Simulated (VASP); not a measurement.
# SrO in VASP: a series of runs

The runs below take SrO through single point, with PBE, r2SCAN.

All numbers are computed with VASP 6.6.1; they aren't measurements. Logs are shortened: lines on timing, memory, paths and dates and some standing lists are left out, and cuts for length are marked.

### Step 1. The cell of the first run

The structure is cubic, space group Fm-3m (No. 225). The conventional cell has a = 5.311 Å, b = 5.311 Å, c = 5.311 Å, α = 90.00°, β = 90.00°, γ = 90.00°. Within 3.5 Å of Sr (site symmetry m-3m) lie 6 O at 2.66 Å. O (site symmetry m-3m) has 6 Sr at 2.66 Å within 3.5 Å.

### Step 2. Single point, PBE (strained)

Contents of INCAR:

```
SYSTEM = SrO
  PREC = Accurate
  ENCUT = 520
  EDIFF = 1E-6
  ISMEAR = 0
  SIGMA = 0.02
  LREAL = .FALSE.
  LASPH = .TRUE.
  NELM = 80
  ALGO = Normal
  ISIF = 2
  LWAVE = .FALSE.
  LCHARG = .FALSE.
  GGA = PE
  NBANDS = 15
```

Contents of KPOINTS:

```
regular mesh
0
G
  8 8 8
  0 0 0
```

Contents of POSCAR:

```
SrO
1.0
    0.0000000000      2.6554257360      2.6554257360
    2.6554257360      0.0000000000      2.6554257360
    2.6554257360      2.6554257360      0.0000000000
Sr O
1 1
Direct
    0.0000000000      0.0000000000      0.0000000000
    0.5000000000      0.5000000000      0.5000000000
```

Potentials or basis: VASP PAW PBE potentials, release 64 (Sr_sv, O).

The run is started by

```console
> cat potpaw_PBE.64/Sr_sv/POTCAR potpaw_PBE.64/O/POTCAR > POTCAR
> mpirun -np 1 vasp_std > vasp.out
```

OUTCAR:

```text
SYSTEM = SrO
   PREC = Accurate
   ENCUT = 520
   EDIFF = 1E-6
   ISMEAR = 0
   LREAL = .FALSE.
   LASPH = .TRUE.
   NELM = 80
   ISIF = 2
   GGA = PE

 ion  position               nearest neighbor table
   1  0.000  0.000  0.000-   2 2.66   2 2.66   2 2.66   2 2.66   2 2.66   2 2.66
   2  0.500  0.500  0.500-   1 2.66   1 2.66   1 2.66   1 2.66   1 2.66   1 2.66

  LATTYP: Found a face centered cubic cell.
 ALAT       =     5.3108514720

  Lattice vectors:

 A1 = (   0.0000000000,   2.6554257360,   2.6554257360)
 A2 = (   2.6554257360,   0.0000000000,   2.6554257360)
 A3 = (   2.6554257360,   2.6554257360,   0.0000000000)

Analysis of symmetry for initial positions (statically):
=====================================================================
 Subroutine PRICEL returns:
 Original cell was already a primitive cell.

 Routine SETGRP: Setting up the symmetry group for a
 face centered cubic supercell.

 Subroutine GETGRP returns: Found 48 space group operations
 (whereof 48 operations were pure point group operations)
 out of a pool of 48 trial point group operations.

The static configuration has the point symmetry O_h .

Analysis of symmetry for dynamics (positions and initial velocities):
=====================================================================
 Subroutine PRICEL returns:
 Original cell was already a primitive cell.

 Routine SETGRP: Setting up the symmetry group for a
 face centered cubic supercell.

 Subroutine GETGRP returns: Found 48 space group operations
 (whereof 48 operations were pure point group operations)
 out of a pool of 48 trial point group operations.

The dynamic configuration has the point symmetry O_h .

 Subroutine INISYM returns: Found 48 space group operations
 (whereof 48 operations are pure point group operations),
 and found     1 'primitive' translations

----------------------------------------------------------------------------------------

                                     Primitive cell

  volume of cell :      37.4483

  direct lattice vectors                    reciprocal lattice vectors
     0.000000000  2.655425736  2.655425736    -0.188293724  0.188293724  0.188293724
     2.655425736  0.000000000  2.655425736     0.188293724 -0.188293724  0.188293724
     2.655425736  2.655425736  0.000000000     0.188293724  0.188293724 -0.188293724

  length of vectors
     3.755339090  3.755339090  3.755339090     0.326134296  0.326134296  0.326134296

  position of ions in fractional coordinates (direct lattice)
     0.000000000  0.000000000  0.000000000
     0.500000000  0.500000000  0.500000000

  ion indices of the primitive-cell ions
   primitive index   ion index
                 1           1
                 2           2

----------------------------------------------------------------------------------------

 KPOINTS: regular mesh

Automatic generation of k-mesh.
 Grid dimensions read from file:
 generate k-points for:    8    8    8

 Generating k-lattice:

  Cartesian coordinates                     Fractional coordinates (reciprocal lattice)
    -0.023536715  0.023536715  0.023536715     0.125000000  0.000000000  0.000000000
     0.023536715 -0.023536715  0.023536715     0.000000000  0.125000000  0.000000000
     0.023536715  0.023536715 -0.023536715     0.000000000  0.000000000  0.125000000

  Length of vectors
     0.040766787  0.040766787  0.040766787

  Shift w.r.t. Gamma in fractional coordinates (k-lattice)
     0.000000000  0.000000000  0.000000000

 Subroutine IBZKPT returns following result:
 ===========================================

 Found     29 irreducible k-points:

 Following reciprocal coordinates:
            Coordinates               Weight
  0.000000  0.000000  0.000000      1.000000
  0.125000  0.000000  0.000000      8.000000
  0.250000  0.000000  0.000000      8.000000
  0.375000  0.000000  0.000000      8.000000
  0.500000  0.000000  0.000000      4.000000
  0.125000  0.125000  0.000000      6.000000
[... 16 lines left out ...]
  0.500000  0.250000  0.125000     48.000000
 -0.375000  0.250000  0.125000     24.000000
 [... further k-points ...]
   k-points           NKPTS =     29   k-points in BZ     NKDIM =     29   number of bands    NBANDS=     15
   number of dos      NEDOS =    301   number of ions     NIONS =      2
   total plane-waves  NPLWV =  21952
   dimension x,y,z NGX =    28 NGY =   28 NGZ =   28
   dimension x,y,z NGXF=    56 NGYF=   56 NGZF=   56
   ions per type =               1   1
   NGX,Y,Z   is equivalent  to a cutoff of  12.40, 12.40, 12.40 a.u.
   NGXF,Y,Z  is equivalent  to a cutoff of  24.79, 24.79, 24.79 a.u.
 SYSTEM =  SrO
   PREC   = accura    normal or accurate (medium, high low for compatibility)
   ISTART =      0    job   : 0-new  1-cont  2-samecut
   ICHARG =      2    charge: 1-file 2-atom 10-const
   ISPIN  =      1    spin polarized calculation?
   LNONCOLLINEAR =      F non collinear calculations
   LSORBIT =      F    spin-orbit coupling
   LASPH  =      T    aspherical Exc in radial PAW
   ENCUT  =  520.0 eV  38.22 Ry    6.18 a.u.   6.98  6.98  6.98*2*pi/ulx,y,z
   NELM   =     80;   NELMIN=  2; NELMDL= -5     # of ELM steps
   EDIFF  = 0.1E-05   stopping-criterion for ELM
   LREAL  =      F    real-space projection
   EDIFFG = 0.1E-04   stopping-criterion for IOM
   NSW    =      0    number of steps for IOM
   IBRION =     -1    ionic relax: 0-MD 1-quasi-New 2-CG
   NFREE  =      0    steps in history (QN), initial steepest desc. (CG)
   ISIF   =      2    stress and relaxation
   ISYM   =      2    0-nonsym 1-usesym 2-fastsym
   POTIM  = 0.5000    time-step for ionic-motion
   TEBEG  =    0.0;   TEEND  =   0.0 temperature during run
   PSTRESS=    0.0 pullay stress
   NELECT =      16.0000    total number of electrons
   NUPDOWN=      -1.0000    fix difference up-down
   EMIN   =  10.00;   EMAX   =-10.00  energy-range for DOS
   EFERMI =   0.00;   METHOD = LEGACY
   ISMEAR =     0;   SIGMA  =   0.02  broadening in eV -4-tet -1-fermi 0-gaus
   EFERMI_NEDOS =   21; number of points for ismear=-14 and -15
   IALGO  =     38    algorithm
   IMIX   =      4    mixing-type and parameters
     AMIX     =   0.40;   BMIX     =  1.00
     AMIX_MAG =   1.60;   BMIX_MAG =  1.00
  volume/ion in A,a.u.               =      18.72       126.36
  Fermi-wavevector in a.u.,A,eV,Ry     =   1.233022  2.330073 20.685511  1.520342
  Thomas-Fermi vector in A             =   2.367768
   LORBIT       =      0    0 simple, 1 ext, 2 COOP (PROOUT), +10 PAW based schemes
   GGA     = PE    functional components
   LHFCALC =     F    Hartree Fock is set to
   AEXX    =    0.0000 exact exchange contribution
   IVDW    =     0    specifies the selected vdW correction
   LEPSILON=     F    determine dielectric tensor
   LRPA    =     F    only Hartree local field effects (RPA)
 non-spin polarized calculation
 Gauss-broadening in eV      SIGMA  =   0.02
  energy-cutoff  :      520.00
  volume of cell :       37.45
 maximum number of plane-waves:      1036
   NGX = 13   NGY = 13   NGZ = 13

 number of electron      16.0000007 magnetization

 Free energy of the ion-electron system (eV)
  ---------------------------------------------------
  ext. energy  EPLUGINS =         0.00000000
  ---------------------------------------------------
  free energy    TOTEN  =       -12.02434096 eV

  energy without entropy =      -12.02434096  energy(sigma->0) =      -12.02434096

 E-fermi :   1.3137     XC(G=0):  -9.5778

 val. band max:        1.2322214433   @ k =   0.0000   0.0000   0.0000
 cond. band min:       4.5304540148   @ k =   0.5000   0.5000   0.0000
 fundamental gap:      3.2982325715
 Fermi energy:         1.3136733799

 k-point     1 :       0.0000    0.0000    0.0000
  band No.  band energies     occupation
      1     -31.5175      2.00000
      2     -13.7365      2.00000
      3     -13.2395      2.00000
      4     -13.2395      2.00000
      5     -13.2395      2.00000
      6       1.2322      2.00000
      7       1.2322      2.00000
      8       1.2322      2.00000
      9       4.5608      0.00000
     10       7.2165      0.00000
     11       7.2165      0.00000
     12       7.2165      0.00000
     13       9.1746      0.00000
     14       9.1746      0.00000
     15      13.4603      0.00000

 k-point     2 :       0.1250    0.0000    0.0000
  band No.  band energies     occupation
      1     -31.5046      2.00000
      2     -14.1418      2.00000
      3     -13.2492      2.00000
      4     -13.2492      2.00000
      5     -12.8684      2.00000
      6       0.8027      2.00000
      7       1.0676      2.00000
      8       1.0676      2.00000
      9       5.2265      0.00000
     10       7.0719      0.00000
     11       7.4898      0.00000
     12       7.4898      0.00000
     13       9.5203      0.00000
     14       9.5203      0.00000
     15      14.3547      0.00000

 k-point     3 :       0.2500    0.0000    0.0000
  band No.  band energies     occupation
      1     -31.4733      2.00000
      2     -14.6552      2.00000
      3     -13.2725      2.00000
      4     -13.2725      2.00000
      5     -12.4369      2.00000
      6       0.0450      2.00000
      7       0.7083      2.00000
      8       0.7084      2.00000
      9       6.6258      0.00000
     10       7.0286      0.00000
     11       8.2270      0.00000
     12       8.2270      0.00000
     13      10.3942      0.00000
     14      10.3942      0.00000
     15      16.0595      0.00000
[... 343 lines left out ...]
 k-point    23 :       0.5000    0.2500    0.1250
  band No.  band energies     occupation
      1     -31.4253      2.00000
      2     -14.8183      2.00000
      3     -13.5042      2.00000
      4     -13.3674      2.00000
      5     -12.3814      2.00000
      6      -0.2027      2.00000
      7       0.4204      2.00000
      8       0.7217      2.00000
      9       6.5734      0.00000
     10       7.8119      0.00000
     11       9.4742      0.00000
     12       9.7593      0.00000
     13      11.4854      0.00000
     14      12.3399      0.00000
     15      14.3833      0.00000

 k-point    24 :      -0.3750    0.2500    0.1250
  band No.  band energies     occupation
      1     -31.4148      2.00000
      2     -14.8747      2.00000
      3     -13.5218      2.00000
      4     -13.4042      2.00000
      5     -12.3517      2.00000
      6      -0.2325      2.00000
      7       0.4593      2.00000
      8       0.4941      2.00000
      9       7.2423      0.00000
     10       7.5727      0.00000
     11       9.7599      0.00000
     12      10.1197      0.00000
     13      11.9526      0.00000
     14      13.1709      0.00000
     15      13.4125      0.00000

 [... further k-points ...]
[... 5 lines left out ...]
  --------------------------------------------------------------------------------------
  -------------------------------------------------------------------------------------
  Total       -1.0410560     -1.0410560     -1.0410560      0.0000000     -0.0000000      0.0000000
  in kB      -44.5402044    -44.5402044    -44.5402044      0.0000000     -0.0000000      0.0000000
  external PRESSURE =     -44.5402044 kB  Pullay stress =       0.0000000 kB

 VOLUME and BASIS-vectors are now :
 -----------------------------------------------------------------------------
  energy-cutoff  :      520.00
  volume of cell :       37.45
      direct lattice vectors                 reciprocal lattice vectors
     0.000000000  2.655425736  2.655425736    -0.188293724  0.188293724  0.188293724
     2.655425736  0.000000000  2.655425736     0.188293724 -0.188293724  0.188293724
     2.655425736  2.655425736  0.000000000     0.188293724  0.188293724 -0.188293724

 POSITION                                       TOTAL-FORCE (eV/Angst)
 -----------------------------------------------------------------------------------
      0.00000      0.00000      0.00000         0.000000     -0.000000     -0.000000
      2.65543      2.65543      2.65543        -0.000000      0.000000      0.000000
 -----------------------------------------------------------------------------------
    total drift:                                0.000000      0.000000      0.000000

  FREE ENERGIE OF THE ION-ELECTRON SYSTEM (eV)
  ---------------------------------------------------
  free  energy   TOTEN  =       -12.0243409622 eV

  energy  without entropy=      -12.0243409622  energy(sigma->0) =      -12.02434096
```

It took 20 s on 1 thread of Intel Xeon Platinum 8259CL at 2.50GHz (Skylake/Cascade Lake), shared host; peak memory 0.16 GiB.

What came out:

```yaml
Free_energy: -12.0243 eV
Pressure: -4.5 GPa
Band_gap_on_the_k_mesh: 3.30 eV, indirect (least direct gap 3.33 eV)
```

Caveat: the cell differs from its parent crystal (strained).

### Step 3. Single point, PBE (strained)

Contents of INCAR:

```
PREC     = Accurate       # precision mode
ENCUT    = 520            # plane-wave cutoff, eV
EDIFF    = 1E-6           # SCF threshold, eV
ISMEAR   = 0              # smearing method
SIGMA    = 0.02           # smearing width, eV
LREAL    = F              # projectors in reciprocal space
LASPH    = T              # aspherical terms in the spheres
NELM     = 80             # most SCF steps
ALGO     = Normal         # electronic algorithm
ISIF     = 2              # what is computed and relaxed
LWAVE    = F              # write WAVECAR
LCHARG   = F              # write CHGCAR
GGA      = PE             # functional
NBANDS   = 15             # bands
```

Contents of KPOINTS:

```
regular mesh
0
Gamma
  8 8 8
```

Contents of POSCAR:

```
SrO
1.0
    0.0000000000      2.5806445560      2.5806445560
    2.5806445560      0.0000000000      2.5806445560
    2.5292485560      2.5292485560      0.0513960000
Sr O
1 1
Direct
    0.0000000000      0.0000000000      0.0000000000
    0.5000000000      0.5000000000      0.5000000000
```

Potentials or basis: VASP PAW PBE potentials, release 64 (Sr_sv, O).

The run is started by

```console
> cat potpaw_PBE.64/Sr_sv/POTCAR potpaw_PBE.64/O/POTCAR > POTCAR
> mpirun -np 1 vasp_std > vasp.out
```

Wall time 31 s (1 thread of Intel Xeon Platinum 8259CL at 2.50GHz (Skylake/Cascade Lake), shared host); peak memory 0.18 GiB.

Results (log left out):

```yaml
Free_energy: -12.0169 eV
Pressure: 5.3 GPa
Band_gap_on_the_k_mesh: 3.21 eV, indirect (least direct gap 3.30 eV)
```

Stress tensor (GPa, compression positive):
```
 5.31  1.02 -1.02
 1.02  5.31 -1.02
-1.02 -1.02  5.31
```

Levels at points of the mesh, in eV from the valence-band top:
| k point | band 6 | band 7 | band 8 | band 9 | band 10 | band 11 |
| --- | --- | --- | --- | --- | --- | --- |
| (0.00, 0.00, 0.00) | -0.06 | -0.06 | 0.00 | 4.07 | 6.07 | 6.07 |
| (0.50, 0.00, 0.00) | -2.25 | -1.25 | -1.12 | 6.55 | 8.55 | 8.66 |
| (0.50, 0.50, 0.00) | -0.45 | -0.14 | -0.09 | 3.21 | 7.89 | 10.23 |
| (0.00, 0.00, 0.50) | -2.25 | -1.31 | -1.31 | 6.66 | 8.62 | 9.05 |

Caveat: the cell differs from its parent crystal (strained).

### Step 4. Single point, PBE (atoms moved at random and the cell strained at random)

Contents of INCAR:

```
ALGO     = Normal         # electronic algorithm
EDIFF    = 1E-6           # SCF threshold, eV
ENCUT    = 520            # plane-wave cutoff, eV
GGA      = PE             # functional
ISIF     = 2              # what is computed and relaxed
ISMEAR   = 0              # smearing method
LASPH    = T              # aspherical terms in the spheres
LCHARG   = F              # write CHGCAR
LREAL    = F              # projectors in reciprocal space
LWAVE    = F              # write WAVECAR
NBANDS   = 15             # bands
NELM     = 80             # most SCF steps
PREC     = Accurate       # precision mode
SIGMA    = 0.02           # smearing width, eV
```

Contents of KPOINTS:

```
k-points
0
Gamma
  8 8 8
```

Contents of POSCAR:

```
SrO
1.0
    0.0265203360      2.6111480820      2.6419856820
    2.6277489900      0.0150333300      2.6534726880
    2.6526246540      2.6475107520     -0.0098423340
Sr O
1 1
Direct
   -0.0117071367     -0.0110533894      0.0077146081
    0.5117071367      0.5110533894      0.4922853919
```

The run is started by

```console
> cat potpaw_PBE.64/Sr_sv/POTCAR potpaw_PBE.64/O/POTCAR > POTCAR
> mpirun -np 1 vasp_std > vasp.out
```

It took 1.8 min on 1 thread of Intel Xeon Platinum 8259CL at 2.50GHz (Skylake/Cascade Lake), shared host; peak memory 0.27 GiB.

It converged, with:

- Free energy: -12.0311 eV
- Pressure: -2.5 GPa
- Largest force: 0.169 eV/Å
- Band gap on the k mesh: 3.33 eV, indirect (least direct gap 3.42 eV)

Forces in eV/Å, atoms in the order of the input:
```
Sr   0.027  0.033  0.164
O   -0.027 -0.033 -0.164
```

Stress tensor (GPa, compression positive):
```
-2.60 -1.07 -0.02
-1.07 -2.41  0.41
-0.02  0.41 -2.41
```

Levels at points of the mesh, in eV from the valence-band top:
```
           k point  band 5  band 6  band 7  band 8  band 9  band 10  band 11  band 12
(0.00, 0.00, 0.00)  -14.31   -0.05   -0.04    0.00    3.48     5.97     6.05     6.24
(0.50, 0.00, 0.00)  -13.20   -2.03   -1.07   -1.01    6.25     7.81     8.44     8.63
(0.00, 0.50, 0.00)  -13.18   -2.03   -1.06   -0.97    6.23     7.79     8.37     8.64
(0.50, 0.50, 0.00)  -14.60   -0.56   -0.15   -0.10    3.33     7.22     9.60     9.72
(0.00, 0.00, 0.50)  -13.14   -2.04   -0.98   -0.94    6.19     7.71     8.39     8.48
(0.50, 0.00, 0.50)  -14.50   -0.52   -0.20   -0.16    3.38     7.23     9.71     9.77
(0.00, 0.50, 0.50)  -14.50   -0.54   -0.19   -0.16    3.39     7.23     9.72     9.77
(0.50, 0.50, 0.50)  -13.16   -2.03   -1.03   -0.95    6.21     7.81     8.36     8.56
```

Caveat: the cell differs from its parent crystal (atoms moved at random and the cell strained at random). A k mesh can miss the band edges.

(Continued in part 2 of 2.)
